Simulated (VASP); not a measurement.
# H2 in VASP: further runs

The runs below take H2 through relaxation of the atoms, with HSE06, PBE0.

All numbers are computed with VASP 6.6.1; they aren't measurements. Logs are shortened: lines on timing, memory, paths and dates and some standing lists are left out, and cuts for length are marked.

## 1. The cell of the first run

The cell holds a molecule in a box, 2 atoms: a = 12.000 Å, b = 12.500 Å, c = 13.000 Å, α = 90.00°, β = 90.00°, γ = 90.00°.

## 2. Relaxation of the atoms, HSE06

Contents of POSCAR:

```
H
1.0
   12.0000000000      0.0000000000      0.0000000000
    0.0000000000     12.5000000000      0.0000000000
    0.0000000000      0.0000000000     13.0000000000
H
2
Direct
    0.4500000000      0.4700000000      0.4711284794
    0.4500000000      0.4700000000      0.5288715206
```

Contents of INCAR.step1:

```
SYSTEM = H
PREC = Accurate ; ENCUT = 520
EDIFF = 1E-5 ; ISMEAR = 0
SIGMA = 0.01 ; LREAL = .FALSE.
LASPH = .TRUE. ; NELM = 100
ALGO = Normal ; LWAVE = .TRUE.
LCHARG = .FALSE. ; GGA = PE
NBANDS = 8
```

Contents of INCAR.step2:

```
SYSTEM = H
PREC = Accurate ; ENCUT = 520
EDIFF = 1E-6 ; ISMEAR = 0
SIGMA = 0.01 ; LREAL = .FALSE.
LASPH = .TRUE. ; NELM = 100
ALGO = Normal ; ISIF = 2
LWAVE = .FALSE. ; LCHARG = .FALSE.
GGA = PE ; LHFCALC = .TRUE.
HFSCREEN = 0.2079 ; PRECFOCK = Normal
IBRION = 2 ; NSW = 80
EDIFFG = -0.01 ; ISTART = 1
```

Contents of KPOINTS:

```
Automatic mesh
0
G
  1 1 1
  0 0 0
```

Potentials or basis: VASP PAW PBE potentials, release 64 (H).

Started as:

```bash
> cat potpaw_PBE.64/H/POTCAR > POTCAR
> cp INCAR.step1 INCAR
> mpirun -np 1 vasp_gam > vasp.out
> cp INCAR.step2 INCAR
> mpirun -np 1 vasp_gam > vasp.out
```

OUTCAR:

```text
SYSTEM = H
   PREC = Accurate
   ENCUT = 520
   EDIFF = 1E-6
   ISMEAR = 0
   LREAL = .FALSE.
   LASPH = .TRUE.
   NELM = 100
   ISIF = 2
   GGA = PE
   LHFCALC = .TRUE.
   HFSCREEN = 0.2079
   PRECFOCK = Normal
   IBRION = 2
   NSW = 80
   EDIFFG = -0.01
   ISTART = 1

 ion  position               nearest neighbor table
   1  0.450  0.470  0.471-   2 0.75
   2  0.450  0.470  0.529-   1 0.75

  LATTYP: Found a simple orthorhombic cell.
 ALAT       =    12.0000000000
 B/A-ratio  =     1.0416666667
 C/A-ratio  =     1.0833333333

  Lattice vectors:

 A1 = (  12.0000000000,   0.0000000000,   0.0000000000)
 A2 = (   0.0000000000,  12.5000000000,   0.0000000000)
 A3 = (   0.0000000000,   0.0000000000,  13.0000000000)

Analysis of symmetry for initial positions (statically):
=====================================================================
 Subroutine PRICEL returns:
 Original cell was already a primitive cell.

 Routine SETGRP: Setting up the symmetry group for a
 simple orthorhombic supercell.

 Subroutine GETGRP returns: Found  8 space group operations
 (whereof  2 operations were pure point group operations)
 out of a pool of  8 trial point group operations.

The static configuration has the point symmetry C_1h.
 The point group associated with its full space group is D_2h.

Analysis of symmetry for dynamics (positions and initial velocities):
=====================================================================
 Subroutine PRICEL returns:
 Original cell was already a primitive cell.

 Routine SETGRP: Setting up the symmetry group for a
 simple orthorhombic supercell.

 Subroutine GETGRP returns: Found  8 space group operations
 (whereof  2 operations were pure point group operations)
 out of a pool of  8 trial point group operations.

The dynamic configuration has the point symmetry C_1h.
 The point group associated with its full space group is D_2h.

 Subroutine INISYM returns: Found  8 space group operations
 (whereof  2 operations are pure point group operations),
 and found     1 'primitive' translations

----------------------------------------------------------------------------------------

                                     Primitive cell

  volume of cell :    1950.0000

  direct lattice vectors                    reciprocal lattice vectors
    12.000000000  0.000000000  0.000000000     0.083333333  0.000000000  0.000000000
     0.000000000 12.500000000  0.000000000     0.000000000  0.080000000  0.000000000
     0.000000000  0.000000000 13.000000000     0.000000000  0.000000000  0.076923077

  length of vectors
    12.000000000 12.500000000 13.000000000     0.083333333  0.080000000  0.076923077

  position of ions in fractional coordinates (direct lattice)
     0.450000000  0.470000000  0.471128479
     0.450000000  0.470000000  0.528871521

  ion indices of the primitive-cell ions
   primitive index   ion index
                 1           1
                 2           2

----------------------------------------------------------------------------------------

 KPOINTS: Automatic mesh

Automatic generation of k-mesh.
 Grid dimensions read from file:
 generate k-points for:    1    1    1

 Generating k-lattice:

  Cartesian coordinates                     Fractional coordinates (reciprocal lattice)
     0.083333333  0.000000000  0.000000000     1.000000000  0.000000000  0.000000000
     0.000000000  0.080000000  0.000000000     0.000000000  1.000000000  0.000000000
     0.000000000  0.000000000  0.076923077     0.000000000  0.000000000  1.000000000

  Length of vectors
     0.083333333  0.080000000  0.076923077

  Shift w.r.t. Gamma in fractional coordinates (k-lattice)
     0.000000000  0.000000000  0.000000000

 Subroutine IBZKPT returns following result:
 ===========================================

 Found      1 irreducible k-points:

 Following reciprocal coordinates:
            Coordinates               Weight
  0.000000  0.000000  0.000000      1.000000
   k-points           NKPTS =      1   k-points in BZ     NKDIM =      1   number of bands    NBANDS=      5
   number of dos      NEDOS =    301   number of ions     NIONS =      2
   total plane-waves  NPLWV = 846720
   dimension x,y,z NGX =    90 NGY =   96 NGZ =   98
   dimension x,y,z NGXF=   180 NGYF=  192 NGZF=  196
   ions per type =               2
   NGX,Y,Z   is equivalent  to a cutoff of  12.47, 12.77, 12.53 a.u.
   NGXF,Y,Z  is equivalent  to a cutoff of  24.94, 25.54, 25.06 a.u.
 SYSTEM =  H
   PREC   = accura    normal or accurate (medium, high low for compatibility)
   ISTART =      1    job   : 0-new  1-cont  2-samecut
   ICHARG =      0    charge: 1-file 2-atom 10-const
   ISPIN  =      1    spin polarized calculation?
   LNONCOLLINEAR =      F non collinear calculations
   LSORBIT =      F    spin-orbit coupling
   LASPH  =      T    aspherical Exc in radial PAW
   ENCUT  =  520.0 eV  38.22 Ry    6.18 a.u.  22.31 23.24 24.17*2*pi/ulx,y,z
   NELM   =    100;   NELMIN=  2; NELMDL=  0     # of ELM steps
   EDIFF  = 0.1E-05   stopping-criterion for ELM
   LREAL  =      F    real-space projection
   EDIFFG = -.1E-01   stopping-criterion for IOM
   NSW    =     80    number of steps for IOM
   IBRION =      2    ionic relax: 0-MD 1-quasi-New 2-CG
   NFREE  =      1    steps in history (QN), initial steepest desc. (CG)
   ISIF   =      2    stress and relaxation
   ISYM   =      3    0-nonsym 1-usesym 2-fastsym
   POTIM  = 0.5000    time-step for ionic-motion
   TEBEG  =    0.0;   TEEND  =   0.0 temperature during run
   PSTRESS=    0.0 pullay stress
   NELECT =       2.0000    total number of electrons
   NUPDOWN=      -1.0000    fix difference up-down
   EMIN   =  10.00;   EMAX   =-10.00  energy-range for DOS
   EFERMI =   0.00;   METHOD = LEGACY
   ISMEAR =     0;   SIGMA  =   0.01  broadening in eV -4-tet -1-fermi 0-gaus
   EFERMI_NEDOS =   21; number of points for ismear=-14 and -15
   IALGO  =     38    algorithm
   IMIX   =      1    mixing-type and parameters
     AMIX     =   0.40;   BMIX     =  1.00
     AMIX_MAG =   1.60;   BMIX_MAG =  1.00
  volume/ion in A,a.u.               =     975.00      6579.62
  Fermi-wavevector in a.u.,A,eV,Ry     =   0.165097  0.311989  0.370856  0.027257
  Thomas-Fermi vector in A             =   0.866411
   LORBIT       =      0    0 simple, 1 ext, 2 COOP (PROOUT), +10 PAW based schemes
   GGA     = PE    functional components
   LHFCALC =     T    Hartree Fock is set to
   PRECFOCK=normal    Normal, Fast or Accurate (Low or Medium for compatibility)
   ENCUT4O =  -1.0   cutoff for four orbital integrals eV
   NKREDX  =     1    reduce k-point grid by
   NKREDY  =     1    reduce k-point grid by
   NKREDZ  =     1    reduce k-point grid by
   AEXX    =    0.2500 exact exchange contribution
   HFSCREEN=    0.2079 screening length (either q_TF or 0.3 A-1)
   HFSCREENC=   0.2079 screening length for correlation (either q_TF or 0.3 A-1)
   ENCUTFOCK=  -1.0 apply spherical cutoff to Coloumb kernel
   IVDW    =     0    specifies the selected vdW correction
   LEPSILON=     F    determine dielectric tensor
   LRPA    =     F    only Hartree local field effects (RPA)
 conjugate gradient relaxation of ions
 non-spin polarized calculation
 Gauss-broadening in eV      SIGMA  =   0.01
  energy-cutoff  :      520.00
  volume of cell :     1950.00
 maximum number of plane-waves:     26244
 NGX is ok and might be reduce to    90
  NGX = 70; NGY = 70; NGZ = 80

--------------------------------------- Ionic step        1  -------------------------------------------

 number of electron       1.9999999 magnetization

 Free energy of the ion-electron system (eV)
  ---------------------------------------------------
  ext. energy  EPLUGINS =         0.00000000
  ---------------------------------------------------
  free energy    TOTEN  =        -7.81684680 eV

  energy without entropy =       -7.81684680  energy(sigma->0) =       -7.81684680

------------------------ aborting loop because EDIFF is reached ----------------------------------------

  FORCE on cell =-STRESS in cart. coord.  units (eV):
  Direction    XX          YY          ZZ          XY          YZ          ZX
  --------------------------------------------------------------------------------------
  -------------------------------------------------------------------------------------
  Total       -0.0224240     -0.0219786     -0.1918027      0.0000000      0.0000000      0.0000000
  in kB       -0.0184242     -0.0180583     -0.1575907      0.0000000      0.0000000      0.0000000
  external PRESSURE =      -0.0646911 kB  Pullay stress =       0.0000000 kB

 VOLUME and BASIS-vectors are now :
 -----------------------------------------------------------------------------
  energy-cutoff  :      520.00
  volume of cell :     1950.00
      direct lattice vectors                 reciprocal lattice vectors
    12.000000000  0.000000000  0.000000000     0.083333333  0.000000000  0.000000000
     0.000000000 12.500000000  0.000000000     0.000000000  0.080000000  0.000000000
     0.000000000  0.000000000 13.000000000     0.000000000  0.000000000  0.076923077

 POSITION                                       TOTAL-FORCE (eV/Angst)
 -----------------------------------------------------------------------------------
      5.40000      5.87500      6.12467         0.000000      0.000000      0.217215
      5.40000      5.87500      6.87533         0.000000      0.000000     -0.217215
 -----------------------------------------------------------------------------------
    total drift:                               -0.000000      0.000010      0.000000

  FREE ENERGIE OF THE ION-ELECTRON SYSTEM (eV)
  ---------------------------------------------------
  free  energy   TOTEN  =        -7.8168468042 eV

  energy  without entropy=       -7.8168468042  energy(sigma->0) =       -7.81684680

--------------------------------------- Ionic step        2  -------------------------------------------

 number of electron       2.0000000 magnetization

------------------------ aborting loop because EDIFF is reached ----------------------------------------

  FORCE on cell =-STRESS in cart. coord.  units (eV):
  Direction    XX          YY          ZZ          XY          YZ          ZX
  --------------------------------------------------------------------------------------
  -------------------------------------------------------------------------------------
  Total       -0.0198557     -0.0194109      0.3791973     -0.0000000      0.0000000      0.0000000
  in kB       -0.0163141     -0.0159486      0.3115597     -0.0000000      0.0000000      0.0000000
  external PRESSURE =       0.0930990 kB  Pullay stress =       0.0000000 kB

 VOLUME and BASIS-vectors are now :
 -----------------------------------------------------------------------------
  energy-cutoff  :      520.00
  volume of cell :     1950.00
      direct lattice vectors                 reciprocal lattice vectors
    12.000000000  0.000000000  0.000000000     0.083333333  0.000000000  0.000000000
     0.000000000 12.500000000  0.000000000     0.000000000  0.080000000  0.000000000
     0.000000000  0.000000000 13.000000000     0.000000000  0.000000000  0.076923077

 POSITION                                       TOTAL-FORCE (eV/Angst)
 -----------------------------------------------------------------------------------
      5.40000      5.87500      6.13515         0.000000      0.000000     -0.557538
      5.40000      5.87500      6.86485         0.000000      0.000000      0.557538
 -----------------------------------------------------------------------------------
    total drift:                               -0.000000      0.000005      0.000000

  FREE ENERGIE OF THE ION-ELECTRON SYSTEM (eV)
  ---------------------------------------------------
  free  energy   TOTEN  =        -7.8133889279 eV

  energy  without entropy=       -7.8133889279  energy(sigma->0) =       -7.81338893

--------------------------------------- Ionic step        3  -------------------------------------------

 number of electron       1.9999999 magnetization

 Free energy of the ion-electron system (eV)
  ---------------------------------------------------
  ext. energy  EPLUGINS =         0.00000000
  ---------------------------------------------------
  free energy    TOTEN  =        -7.81751119 eV

  energy without entropy =       -7.81751119  energy(sigma->0) =       -7.81751119

 E-fermi : -11.4736     XC(G=0):  -0.2279

 val. band max:      -11.5466148665   @ k =   0.0000   0.0000   0.0000
 cond. band min:      -0.1213207304   @ k =   0.0000   0.0000   0.0000
 fundamental gap:     11.4252941361
 Fermi energy:       -11.4735935406

 k-point     1 :       0.0000    0.0000    0.0000
  band No.  band energies     occupation
      1     -11.5466      2.00000
      2      -0.1213      0.00000
      3       0.4344      0.00000
      4       0.7309      0.00000
      5       0.7950      0.00000

------------------------ aborting loop because EDIFF is reached ----------------------------------------

  FORCE on cell =-STRESS in cart. coord.  units (eV):
  Direction    XX          YY          ZZ          XY          YZ          ZX
  --------------------------------------------------------------------------------------
  -------------------------------------------------------------------------------------
  Total       -0.0292157     -0.0287718     -0.0342596     -0.0000000      0.0000000      0.0000000
  in kB       -0.0240045     -0.0236397     -0.0281487     -0.0000000      0.0000000      0.0000000
  external PRESSURE =      -0.0252643 kB  Pullay stress =       0.0000000 kB

 VOLUME and BASIS-vectors are now :
 -----------------------------------------------------------------------------
  energy-cutoff  :      520.00
  volume of cell :     1950.00
      direct lattice vectors                 reciprocal lattice vectors
    12.000000000  0.000000000  0.000000000     0.083333333  0.000000000  0.000000000
     0.000000000 12.500000000  0.000000000     0.000000000  0.080000000  0.000000000
     0.000000000  0.000000000 13.000000000     0.000000000  0.000000000  0.076923077

 POSITION                                       TOTAL-FORCE (eV/Angst)
 -----------------------------------------------------------------------------------
      5.40000      5.87500      6.12769         0.000000      0.000000     -0.001242
      5.40000      5.87500      6.87231         0.000000      0.000000      0.001242
 -----------------------------------------------------------------------------------
    total drift:                                0.000000      0.000009      0.000000

  FREE ENERGIE OF THE ION-ELECTRON SYSTEM (eV)
  ---------------------------------------------------
  free  energy   TOTEN  =        -7.8175111918 eV

  energy  without entropy=       -7.8175111918  energy(sigma->0) =       -7.81751119

 reached required accuracy - stopping structural energy minimisation
```

It took 3.1 min on 1 thread of Intel Xeon 6975P-C (Granite Rapids), shared host; peak memory 1.5 GiB.

What came out:

```
Free energy                     : -7.8175 eV
Energy gained by relaxing       : 0.3 meV/atom
Ionic steps                     : 3
Gap between the frontier levels : 11.43 eV
```

The path:
```tsv
step	energy change (eV)	largest force (eV/Å)	pressure (GPa)
1	0.0000	0.2172	-0.01
2	0.0035	0.5575	0.01
3	-0.0007	0.0012	0.00
```

Final structure:
```
H
1.0
    12.00000    0.00000    0.00000
     0.00000   12.50000    0.00000
     0.00000    0.00000   13.00000
H
2
Direct
  0.45000 0.47000 0.47136
  0.45000 0.47000 0.52864
```

Levels at points of the mesh, in eV from the valence-band top:
| k point | band 1 | band 2 | band 3 | band 4 | band 5 |
| --- | --- | --- | --- | --- | --- |
| (0.00, 0.00, 0.00) | 0.00 | 11.43 | 11.98 | 12.28 | 12.34 |

Caveat: the PAW data sets were made with another functional, which shifts forces and pressure a little.

## 3. Relaxation of the atoms, PBE0

POSCAR is that of step 2.

Contents of INCAR.step1:

```
  ALGO = Normal
  EDIFF = 1E-5
  ENCUT = 520
  GGA = PE
  ISMEAR = 0
  LASPH = T
  LCHARG = F
  LREAL = F
  LWAVE = T
  NBANDS = 8
  NELM = 100
  PREC = Accurate
  SIGMA = 0.01
```

Contents of INCAR.step2:

```
  AEXX = 0.25
  ALGO = Normal
  EDIFF = 1E-7
  EDIFFG = -0.01
  ENCUT = 520
  GGA = PE
  IBRION = 2
  ISIF = 2
  ISMEAR = 0
  ISTART = 1
  LASPH = T
  LCHARG = F
  LHFCALC = T
  LREAL = F
  LWAVE = F
  NELM = 100
  NSW = 80
  PREC = Accurate
  PRECFOCK = Normal
  SIGMA = 0.01
```

Contents of KPOINTS:

```
k-points
0
Gamma
  1 1 1
```

Potentials or basis: VASP PAW PBE potentials, release 64 (H).

Started as:

```bash
> cat potpaw_PBE.64/H/POTCAR > POTCAR
> cp INCAR.step1 INCAR
> mpirun -np 1 vasp_gam > vasp.out
> cp INCAR.step2 INCAR
> mpirun -np 1 vasp_gam > vasp.out
```

OUTCAR:

```text
AEXX = 0.25
   EDIFF = 1E-7
   EDIFFG = -0.01
   ENCUT = 520
   GGA = PE
   IBRION = 2
   ISIF = 2
   ISMEAR = 0
   ISTART = 1
   LASPH = T
   LHFCALC = T
   LREAL = F
   NELM = 100
   NSW = 80
   PREC = Accurate
   PRECFOCK = Normal

 ion  position               nearest neighbor table
   1  0.450  0.470  0.471-   2 0.75
   2  0.450  0.470  0.529-   1 0.75

  LATTYP: Found a simple orthorhombic cell.
 ALAT       =    12.0000000000
 B/A-ratio  =     1.0416666667
 C/A-ratio  =     1.0833333333

  Lattice vectors:

 A1 = (  12.0000000000,   0.0000000000,   0.0000000000)
 A2 = (   0.0000000000,  12.5000000000,   0.0000000000)
[... 167 lines left out ...]

  FORCE on cell =-STRESS in cart. coord.  units (eV):
  Direction    XX          YY          ZZ          XY          YZ          ZX
  --------------------------------------------------------------------------------------
  -------------------------------------------------------------------------------------
  Total       -0.0263511     -0.0262572     -0.1948930      0.0000000      0.0000000      0.0000000
  in kB       -0.0216509     -0.0215737     -0.1601298      0.0000000      0.0000000      0.0000000
  external PRESSURE =      -0.0677848 kB  Pullay stress =       0.0000000 kB
[... 59 lines left out ...]
--------------------------------------- Ionic step        3  -------------------------------------------

 number of electron       1.9999999 magnetization

 Free energy of the ion-electron system (eV)
  ---------------------------------------------------
  ext. energy  EPLUGINS =         0.00000000
  ---------------------------------------------------
  free energy    TOTEN  =        -8.15116896 eV

  energy without entropy =       -8.15116896  energy(sigma->0) =       -8.15116896

 E-fermi : -11.8994     XC(G=0):  -0.1411

 val. band max:      -11.9754385799   @ k =   0.0000   0.0000   0.0000
 cond. band min:      -0.0361952638   @ k =   0.0000   0.0000   0.0000
 fundamental gap:     11.9392433162
 Fermi energy:       -11.8994353400

 k-point     1 :       0.0000    0.0000    0.0000
  band No.  band energies     occupation
      1     -11.9754      2.00000
      2      -0.0362      0.00000
      3       0.5876      0.00000
      4       0.8167      0.00000
      5       0.8702      0.00000
[... 27 lines left out ...]
  FREE ENERGIE OF THE ION-ELECTRON SYSTEM (eV)
  ---------------------------------------------------
  free  energy   TOTEN  =        -8.1511689581 eV

  energy  without entropy=       -8.1511689581  energy(sigma->0) =       -8.15116896

 reached required accuracy - stopping structural energy minimisation
```

It took 4 min on 1 thread of Intel Xeon 6975P-C (Granite Rapids), shared host; peak memory 1.4 GiB.

Results:

| Property | Result |
| --- | --- |
| Free energy | -8.1512 eV |
| Energy gained by relaxing | 0.3 meV/atom |
| Ionic steps | 3 |
| Gap between the frontier levels | 11.94 eV |

Step by step:
```
step  energy change (eV)  largest force (eV/Å)  pressure (GPa)
   1              0.0000                0.2110           -0.01
   2              0.0032                0.5444            0.01
   3             -0.0006                0.0012            0.00
```

Final structure:
```
H
1.0
    12.00000    0.00000    0.00000
     0.00000   12.50000    0.00000
     0.00000    0.00000   13.00000
H
2
Direct
  0.45000 0.47000 0.47136
  0.45000 0.47000 0.52864
```

Caveat: the PAW data sets were made with another functional, which shifts forces and pressure a little.
